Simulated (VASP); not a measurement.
# Al3Cu2 (P-3m1) in VASP: a series of runs

The runs below take Al3Cu2 through single point, with PBEsol.

All numbers are computed with VASP 6.6.1; they aren't measurements. Logs are shortened: lines on timing, memory, paths and dates and some standing lists are left out, and cuts for length are marked.

## Step 1: The cell of the first run

Symmetry: P-3m1, No. 164, trigonal system. Conventional cell: a = 3.970 Å, b = 3.970 Å, c = 4.833 Å, α = 90.00°, β = 90.00°, γ = 120.00°. Within 3.2 Å of Al (site symmetry -3m) lie 6 Cu at 2.41 Å and 6 Al at 2.86 Å. Within 3.1 Å of Al (site symmetry 3m) lie 5 Cu at 2.37 to 2.48 Å and 6 Al at 2.70 to 2.86 Å. Within 3.1 Å of Cu (site symmetry 3m) lie 8 Al at 2.37 to 2.48 Å and 3 Cu at 2.75 Å.

## Step 2: Single point, PBEsol (volume scaled by 0.91, then relaxed in part)

Contents of INCAR:

```
PREC = Accurate
ENCUT = 520
EDIFF = 1E-7
ISMEAR = 0
SIGMA = 0.1
LREAL = False
LASPH = True
NELM = 100
ALGO = Fast
ISIF = 2
LWAVE = False
LCHARG = False
GGA = PS
NBANDS = 24
```

Contents of KPOINTS:

```
Automatic mesh
0
Gamma
  12 12 8
```

Contents of POSCAR:

```
Al3Cu2
1.0
    3.9696081145      0.0000000000      0.0000000000
   -1.9848040572      3.4377814702      0.0000000000
    0.0000000000      0.0000000000      4.8331097458
Al Cu
3 2
Direct
    0.0000000000      0.0000000000      0.0000000000
    0.3333333333      0.6666666667      0.3530026108
    0.6666666667      0.3333333333      0.6469973892
    0.3333333333      0.6666666667      0.8436438384
    0.6666666667      0.3333333333      0.1563561616
```

Potentials or basis: VASP PAW PBE potentials, release 64 (Al, Cu).

On the command line:

```bash
$ cat potpaw_PBE.64/Al/POTCAR potpaw_PBE.64/Cu/POTCAR > POTCAR
$ mpirun -np 1 vasp_std > vasp.out
```

OUTCAR:

```text
PREC = Accurate
   ENCUT = 520
   EDIFF = 1E-7
   ISMEAR = 0
   LREAL = False
   LASPH = True
   NELM = 100
   ISIF = 2
   GGA = PS

 ion  position               nearest neighbor table
   1  0.000  0.000  0.000-   4 2.41   5 2.41   4 2.41   5 2.41   5 2.41   4 2.41   2 2.86   3 2.86
                             2 2.86   3 2.86   2 2.86   3 2.86
   2  0.333  0.667  0.353-   4 2.37   4 2.46   5 2.48   5 2.48   5 2.48   3 2.70   3 2.70   3 2.70
                             1 2.86   1 2.86   1 2.86
   3  0.667  0.333  0.647-   5 2.37   5 2.46   4 2.48   4 2.48   4 2.48   2 2.70   2 2.70   2 2.70
                             1 2.86   1 2.86   1 2.86
   4  0.333  0.667  0.844-   2 2.37   1 2.41   1 2.41   1 2.41   2 2.46   3 2.48   3 2.48   3 2.48
                             5 2.75   5 2.75   5 2.75
   5  0.667  0.333  0.156-   3 2.37   1 2.41   1 2.41   1 2.41   3 2.46   2 2.48   2 2.48   2 2.48
                             4 2.75   4 2.75   4 2.75

  LATTYP: Found a hexagonal cell.
 ALAT       =     3.9696081145
 C/A-ratio  =     1.2175281807

  Lattice vectors:

 A1 = (   3.9696081145,   0.0000000000,   0.0000000000)
 A2 = (  -1.9848040572,   3.4377814702,   0.0000000000)
 A3 = (   0.0000000000,   0.0000000000,   4.8331097458)

Analysis of symmetry for initial positions (statically):
=====================================================================
 Subroutine PRICEL returns:
 Original cell was already a primitive cell.

 Routine SETGRP: Setting up the symmetry group for a
 hexagonal supercell.

 Subroutine GETGRP returns: Found 12 space group operations
 (whereof 12 operations were pure point group operations)
 out of a pool of 24 trial point group operations.

The static configuration has the point symmetry D_3d.

Analysis of symmetry for dynamics (positions and initial velocities):
=====================================================================
 Subroutine PRICEL returns:
 Original cell was already a primitive cell.

 Routine SETGRP: Setting up the symmetry group for a
 hexagonal supercell.

 Subroutine GETGRP returns: Found 12 space group operations
 (whereof 12 operations were pure point group operations)
 out of a pool of 24 trial point group operations.

The dynamic configuration has the point symmetry D_3d.

 Subroutine INISYM returns: Found 12 space group operations
 (whereof 12 operations are pure point group operations),
 and found     1 'primitive' translations

----------------------------------------------------------------------------------------

                                     Primitive cell

  volume of cell :      65.9557

  direct lattice vectors                    reciprocal lattice vectors
     3.969608115  0.000000000  0.000000000     0.251914036  0.145442636  0.000000000
    -1.984804057  3.437781470  0.000000000     0.000000000  0.290885273  0.000000000
     0.000000000  0.000000000  4.833109746     0.000000000  0.000000000  0.206906123

  length of vectors
     3.969608115  3.969608114  4.833109746     0.290885273  0.290885273  0.206906123

  position of ions in fractional coordinates (direct lattice)
     0.000000000  0.000000000  0.000000000
     0.333333333  0.666666667  0.353002611
     0.666666667  0.333333333  0.646997389
     0.333333333  0.666666667  0.843643838
     0.666666667  0.333333333  0.156356162

  ion indices of the primitive-cell ions
   primitive index   ion index
                 1           1
                 2           2
                 3           3
                 4           4
                 5           5

----------------------------------------------------------------------------------------

 KPOINTS: Automatic mesh

Automatic generation of k-mesh.
 Grid dimensions read from file:
 generate k-points for:   12   12    8

 Generating k-lattice:

  Cartesian coordinates                     Fractional coordinates (reciprocal lattice)
     0.020992836  0.012120220  0.000000000     0.083333333 -0.000000000  0.000000000
     0.000000000  0.024240439  0.000000000     0.000000000  0.083333333  0.000000000
     0.000000000  0.000000000  0.025863265     0.000000000  0.000000000  0.125000000

  Length of vectors
     0.024240439  0.024240439  0.025863265

  Shift w.r.t. Gamma in fractional coordinates (k-lattice)
     0.000000000  0.000000000  0.000000000

 Subroutine IBZKPT returns following result:
 ===========================================

 Found    131 irreducible k-points:

 Following reciprocal coordinates:
            Coordinates               Weight
  0.000000  0.000000  0.000000      1.000000
  0.083333  0.000000  0.000000      6.000000
  0.166667  0.000000  0.000000      6.000000
  0.250000  0.000000  0.000000      6.000000
  0.333333  0.000000  0.000000      6.000000
  0.416667  0.000000  0.000000      6.000000
[... 16 lines left out ...]
  0.166667  0.000000  0.125000      6.000000
  0.000000  0.166667  0.125000      6.000000
 [... further k-points ...]
   k-points           NKPTS =    131   k-points in BZ     NKDIM =    131   number of bands    NBANDS=     24
   number of dos      NEDOS =    301   number of ions     NIONS =      5
   total plane-waves  NPLWV =  32400
   dimension x,y,z NGX =    30 NGY =   30 NGZ =   36
   dimension x,y,z NGXF=    60 NGYF=   60 NGZF=   72
   ions per type =               3   2
   NGX,Y,Z   is equivalent  to a cutoff of  12.56, 12.56, 12.38 a.u.
   NGXF,Y,Z  is equivalent  to a cutoff of  25.13, 25.13, 24.77 a.u.
 SYSTEM =  unknown system
   PREC   = accura    normal or accurate (medium, high low for compatibility)
   ISTART =      0    job   : 0-new  1-cont  2-samecut
   ICHARG =      2    charge: 1-file 2-atom 10-const
   ISPIN  =      1    spin polarized calculation?
   LNONCOLLINEAR =      F non collinear calculations
   LSORBIT =      F    spin-orbit coupling
   LASPH  =      T    aspherical Exc in radial PAW
   ENCUT  =  520.0 eV  38.22 Ry    6.18 a.u.   7.38  7.38  8.99*2*pi/ulx,y,z
   NELM   =    100;   NELMIN=  2; NELMDL= -5     # of ELM steps
   EDIFF  = 0.1E-06   stopping-criterion for ELM
   LREAL  =      F    real-space projection
   EDIFFG = 0.1E-05   stopping-criterion for IOM
   NSW    =      0    number of steps for IOM
   IBRION =     -1    ionic relax: 0-MD 1-quasi-New 2-CG
   NFREE  =      0    steps in history (QN), initial steepest desc. (CG)
   ISIF   =      2    stress and relaxation
   ISYM   =      2    0-nonsym 1-usesym 2-fastsym
   POTIM  = 0.5000    time-step for ionic-motion
   TEBEG  =    0.0;   TEEND  =   0.0 temperature during run
   PSTRESS=    0.0 pullay stress
   NELECT =      31.0000    total number of electrons
   NUPDOWN=      -1.0000    fix difference up-down
   EMIN   =  10.00;   EMAX   =-10.00  energy-range for DOS
   EFERMI =   0.00;   METHOD = LEGACY
   ISMEAR =     0;   SIGMA  =   0.10  broadening in eV -4-tet -1-fermi 0-gaus
   EFERMI_NEDOS =   21; number of points for ismear=-14 and -15
   IALGO  =     68    algorithm
   IMIX   =      4    mixing-type and parameters
     AMIX     =   0.40;   BMIX     =  1.00
     AMIX_MAG =   1.60;   BMIX_MAG =  1.00
  volume/ion in A,a.u.               =      13.19        89.02
  Fermi-wavevector in a.u.,A,eV,Ry     =   1.272852  2.405341 22.043506  1.620152
  Thomas-Fermi vector in A             =   2.405708
   LORBIT       =      0    0 simple, 1 ext, 2 COOP (PROOUT), +10 PAW based schemes
   GGA     = PS    functional components
   LHFCALC =     F    Hartree Fock is set to
   AEXX    =    0.0000 exact exchange contribution
   IVDW    =     0    specifies the selected vdW correction
   LEPSILON=     F    determine dielectric tensor
   LRPA    =     F    only Hartree local field effects (RPA)
 non-spin polarized calculation
 RMM-DIIS sequential band-by-band and
 Gauss-broadening in eV      SIGMA  =   0.10
  energy-cutoff  :      520.00
  volume of cell :       65.96
 maximum number of plane-waves:      1801
 NGX is ok and might be reduce to    30
   NGX = 15   NGY = 15   NGZ = 17

 number of electron      31.0000008 magnetization

 Free energy of the ion-electron system (eV)
  ---------------------------------------------------
  ext. energy  EPLUGINS =         0.00000000
  ---------------------------------------------------
  free energy    TOTEN  =       -21.45754571 eV

  energy without entropy =      -21.45198898  energy(sigma->0) =      -21.45476734

 E-fermi :   9.4452     XC(G=0): -11.4885

 val. band max:        9.4341657255   @ k =   0.0000   0.3333   0.2500
 cond. band min:       9.4834042833   @ k =   0.3333   0.0000   0.5000
 fundamental gap:      0.0492385578
 Fermi energy:         9.4452088826

 k-point     1 :       0.0000    0.0000    0.0000
  band No.  band energies     occupation
      1      -2.5560      2.00000
      2       2.4926      2.00000
      3       3.0908      2.00000
      4       3.5529      2.00000
      5       3.5529      2.00000
      6       3.9242      2.00000
[... 16 lines left out ...]
     23      15.5007      0.00000
     24      15.5007      0.00000

 k-point     2 :       0.0833    0.0000    0.0000
  band No.  band energies     occupation
      1      -2.4678      2.00000
      2       2.5357      2.00000
      3       3.0752      2.00000
      4       3.5810      2.00000
      5       3.5818      2.00000
      6       3.9067      2.00000
[... 16 lines left out ...]
     23      15.2288      0.00000
     24      15.3481      0.00000

 k-point     3 :       0.1667    0.0000    0.0000
  band No.  band energies     occupation
      1      -2.2047      2.00000
      2       2.6486      2.00000
      3       3.0169      2.00000
      4       3.6434      2.00000
      5       3.6654      2.00000
      6       3.8611      2.00000
[... 16 lines left out ...]
     23      15.0008      0.00000
     24      15.4067      0.00000
[... 514 lines left out ...]
 k-point    23 :       0.1667    0.0000    0.1250
  band No.  band energies     occupation
      1      -2.1105      2.00000
      2       2.1792      2.00000
      3       3.1465      2.00000
      4       3.5600      2.00000
      5       3.6515      2.00000
      6       3.9188      2.00000
[... 16 lines left out ...]
     23      15.4029      0.00000
     24      15.8319      0.00000

 k-point    24 :       0.0000    0.1667    0.1250
  band No.  band energies     occupation
      1      -2.1101      2.00000
      2       2.1641      2.00000
      3       3.1336      2.00000
      4       3.6229      2.00000
      5       3.6490      2.00000
      6       3.8571      2.00000
[... 16 lines left out ...]
     23      15.4721      0.00000
     24      15.7118      0.00000

 [... further k-points ...]

------------------------ aborting loop because EDIFF is reached ----------------------------------------

  FORCE on cell =-STRESS in cart. coord.  units (eV):
  Direction    XX          YY          ZZ          XY          YZ          ZX
  --------------------------------------------------------------------------------------
  -------------------------------------------------------------------------------------
  Total        5.5959017      5.5959017      5.6006149      0.0000000      0.0000000      0.0000000
  in kB      135.9340019    135.9340019    136.0484928      0.0000000      0.0000000      0.0000000
  external PRESSURE =     135.9721656 kB  Pullay stress =       0.0000000 kB

 VOLUME and BASIS-vectors are now :
 -----------------------------------------------------------------------------
  energy-cutoff  :      520.00
  volume of cell :       65.96
      direct lattice vectors                 reciprocal lattice vectors
     3.969608115  0.000000000  0.000000000     0.251914036  0.145442636  0.000000000
    -1.984804057  3.437781470  0.000000000     0.000000000  0.290885273  0.000000000
     0.000000000  0.000000000  4.833109746     0.000000000  0.000000000  0.206906123

 POSITION                                       TOTAL-FORCE (eV/Angst)
 -----------------------------------------------------------------------------------
      0.00000      0.00000      0.00000        -0.000000      0.000000     -0.000000
     -0.00000      2.29185      1.70610        -0.000000      0.000000      0.001442
      1.98480      1.14593      3.12701         0.000000     -0.000000     -0.001442
     -0.00000      2.29185      4.07742         0.000000     -0.000000     -0.001570
      1.98480      1.14593      0.75569        -0.000000      0.000000      0.001570
 -----------------------------------------------------------------------------------
    total drift:                               -0.000000      0.000000      0.000000

  FREE ENERGIE OF THE ION-ELECTRON SYSTEM (eV)
  ---------------------------------------------------
  free  energy   TOTEN  =       -21.4575457114 eV

  energy  without entropy=      -21.4519889783  energy(sigma->0) =      -21.45476734
```

Wall time 2.5 min (1 thread of Intel Xeon 6975P-C (Granite Rapids), shared host); peak memory 0.3 GiB.

What came out:

- Free energy: -21.4575 eV
- Pressure: 13.6 GPa

Levels at points of the mesh, in eV from the Fermi level:
| k point | band 11 | band 12 | band 13 | band 14 | band 15 | band 16 | band 17 | band 18 | band 19 | band 20 |
| --- | --- | --- | --- | --- | --- | --- | --- | --- | --- | --- |
| (0.00, 0.00, 0.00) | -4.49 | -3.95 | -3.94 | -0.28 | -0.28 | 1.40 | 1.40 | 3.02 | 3.26 | 5.73 |
| (0.50, 0.00, 0.00) | -4.64 | -4.44 | -3.34 | -3.26 | -2.79 | -0.71 | 0.20 | 0.33 | 3.17 | 3.96 |
| (0.00, 0.00, 0.50) | -4.53 | -4.53 | 1.23 | 1.23 | 1.25 | 1.25 | 1.72 | 2.66 | 2.66 | 2.72 |
| (0.50, 0.00, 0.50) | -4.66 | -4.56 | -4.47 | -3.77 | -1.96 | -0.21 | 0.77 | 1.20 | 5.31 | 5.77 |

Caveat: the PAW data sets were made with another functional, which shifts forces and pressure a little.

## Step 3: Single point, PBEsol (volume scaled by 0.94, then relaxed in part)

Contents of INCAR:

```
  PREC = Accurate
  ENCUT = 520
  EDIFF = 1E-6
  ISMEAR = 0
  SIGMA = 0.1
  LREAL = F
  LASPH = T
  NELM = 100
  ALGO = Fast
  ISIF = 2
  LWAVE = F
  LCHARG = F
  GGA = PS
  NBANDS = 24
```

KPOINTS is that of step 2.

Contents of POSCAR:

```
Al3Cu2
1.0
    4.0133123470      0.0000000000      0.0000000000
   -2.0066561735      3.4756304458      0.0000000000
    0.0000000000      0.0000000000      4.8843015075
Al Cu
3 2
Direct
    0.0000000000      0.0000000000      0.0000000000
    0.3333333333      0.6666666667      0.3524682567
    0.6666666667      0.3333333333      0.6475317433
    0.3333333333      0.6666666667      0.8431277593
    0.6666666667      0.3333333333      0.1568722407
```

Potentials or basis: VASP PAW PBE potentials, release 64 (Al, Cu).

On the command line:

```bash
$ cat potpaw_PBE.64/Al/POTCAR potpaw_PBE.64/Cu/POTCAR > POTCAR
$ mpirun -np 1 vasp_std > vasp.out
```

OUTCAR:

```text
PREC = Accurate
   ENCUT = 520
   EDIFF = 1E-6
   ISMEAR = 0
   LREAL = F
   LASPH = T
   NELM = 100
   ISIF = 2
   GGA = PS

 ion  position               nearest neighbor table
   1  0.000  0.000  0.000-   4 2.44   5 2.44   4 2.44   5 2.44   5 2.44   4 2.44   2 2.89   3 2.89
                             2 2.89   3 2.89   2 2.89   3 2.89
   2  0.333  0.667  0.352-   4 2.40   4 2.49   5 2.51   5 2.51   5 2.51   3 2.73   3 2.73   3 2.73
                             1 2.89   1 2.89   1 2.89
[... 861 lines left out ...]
  -------------------------------------------------------------------------------------
  Total        2.7275372      2.7275372      2.7209461      0.0000000     -0.0000000      0.0000000
  in kB       64.1419618     64.1419618     63.9869634      0.0000000     -0.0000000      0.0000000
  external PRESSURE =      64.0902957 kB  Pullay stress =       0.0000000 kB

 VOLUME and BASIS-vectors are now :
 -----------------------------------------------------------------------------
  energy-cutoff  :      520.00
  volume of cell :       68.13
      direct lattice vectors                 reciprocal lattice vectors
     4.013312347  0.000000000  0.000000000     0.249170738  0.143858793  0.000000000
    -2.006656174  3.475630446  0.000000000     0.000000000  0.287717586  0.000000000
     0.000000000  0.000000000  4.884301508     0.000000000  0.000000000  0.204737566

 POSITION                                       TOTAL-FORCE (eV/Angst)
 -----------------------------------------------------------------------------------
      0.00000      0.00000      0.00000         0.000000      0.000000      0.000000
     -0.00000      2.31709      1.72156        -0.000000     -0.000000      0.001985
      2.00666      1.15854      3.16274         0.000000      0.000000     -0.001985
     -0.00000      2.31709      4.11809         0.000000      0.000000     -0.000153
      2.00666      1.15854      0.76621        -0.000000     -0.000000      0.000153
 -----------------------------------------------------------------------------------
    total drift:                               -0.000000      0.000000      0.000000

  FREE ENERGIE OF THE ION-ELECTRON SYSTEM (eV)
  ---------------------------------------------------
  free  energy   TOTEN  =       -21.6064415214 eV

  energy  without entropy=      -21.6005608230  energy(sigma->0) =      -21.60350117
```

OSZICAR:

```text
N       E                     dE             d eps       ncg     rms          rms(c)
DAV:   1     0.176456093805E+03    0.17646E+03   -0.12323E+04  6296   0.151E+03
DAV:   2    -0.155441343315E+02   -0.19200E+03   -0.17855E+03  6312   0.291E+02
[... 11 lines left out ...]
RMM:  14    -0.216068838435E+02   -0.52952E-04   -0.48969E-04  8648   0.138E-01    0.160E-01
RMM:  15    -0.216066583961E+02    0.22545E-03   -0.13754E-04  7757   0.118E-01    0.126E-01
RMM:  16    -0.216064293225E+02    0.22907E-03   -0.37871E-04  8044   0.233E-01    0.604E-02
RMM:  17    -0.216064361248E+02   -0.68023E-05   -0.56623E-05  8017   0.467E-02    0.632E-02
RMM:  18    -0.216064406167E+02   -0.44919E-05   -0.92505E-06  7567   0.252E-02    0.657E-02
RMM:  19    -0.216064415214E+02   -0.90464E-06   -0.14159E-06  4799   0.103E-02
   1 F= -.21606442E+02 E0= -.21603501E+02  d E =-.588070E-02
```

stdout:

```text
POSCAR found type information on POSCAR AlCu
 POSCAR found :  2 types and       5 ions
 scaLAPACK will be used
 -----------------------------------------------------------------------------
|                                                                             |
|                                                                             |
|     You enforced a specific xc type in the INCAR file but a different       |
|     I HOPE YOU KNOW WHAT YOU ARE DOING!                                     |
|                                                                             |
 -----------------------------------------------------------------------------

 LDA part: xc-table for (Slater+PW92), standard interpolation
 POSCAR, INCAR and KPOINTS ok, starting setup
 FFT: planning ... GRIDC
 FFT: planning ... GRID_SOFT
 FFT: planning ... GRID
 WAVECAR not read
 entering main loop
```

It took 2 min on 1 thread of Intel Xeon 6975P-C (Granite Rapids), shared host; peak memory 0.3 GiB.

Results:

| Quantity | Value |
| --- | --- |
| Free energy | -21.6064 eV |
| Pressure | 6.4 GPa |

Levels at points of the mesh, in eV from the Fermi level:
| k point | band 12 | band 13 | band 14 | band 15 | band 16 | band 17 | band 18 | band 19 |
| --- | --- | --- | --- | --- | --- | --- | --- | --- |
| (0.00, 0.00, 0.00) | -3.85 | -3.83 | -0.26 | -0.26 | 1.38 | 1.38 | 2.84 | 3.12 |
| (0.50, 0.00, 0.00) | -4.31 | -3.24 | -3.17 | -2.72 | -0.73 | 0.10 | 0.34 | 3.12 |
| (0.00, 0.00, 0.50) | -4.40 | 1.22 | 1.22 | 1.27 | 1.27 | 1.75 | 2.57 | 2.57 |
| (0.50, 0.00, 0.50) | -4.43 | -4.35 | -3.68 | -1.89 | -0.20 | 0.76 | 1.11 | 5.25 |

Caveat: the PAW data sets were made with another functional, which shifts forces and pressure a little.

(Part 1 of 2 ends here.)
